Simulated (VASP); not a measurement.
Here is a VASP 6.6.1 calculation.

File INCAR:

```
PREC = Accurate ; ENCUT = 520
EDIFF = 1E-6 ; ISMEAR = 0
SIGMA = 0.05 ; LREAL = False
LASPH = True ; NELM = 80
ALGO = Normal ; ISIF = 2
LWAVE = False ; LCHARG = False
GGA = PE ; NBANDS = 12
```

File KPOINTS:

```
regular mesh
0
Gamma
  8 8 8
```

File POSCAR:

```
LiCl
1.0
    0.0000000000      2.5647600000      2.5647600000
    2.4878172000      0.0000000000      2.5647600000
    2.4878172000      2.5647600000      0.0000000000
Li Cl
1 1
Direct
    0.0000000000      0.0000000000      0.0000000000
    0.5000000000      0.5000000000      0.5000000000
```

Potentials or basis: VASP PAW PBE potentials, release 64 (Li_sv, Cl).

Command:

```bash
$ cat potpaw_PBE.64/Li_sv/POTCAR potpaw_PBE.64/Cl/POTCAR > POTCAR
$ mpirun -np 1 vasp_std > vasp.out
```

Task: What does it give for the band gap on the k mesh?

Result: 6.49 eV, direct.

Caveat: the cell differs from its parent crystal (strain -0.0300 x Voigt [1, 0, 0, 0, 0, 0]). A k mesh can miss the band edges.
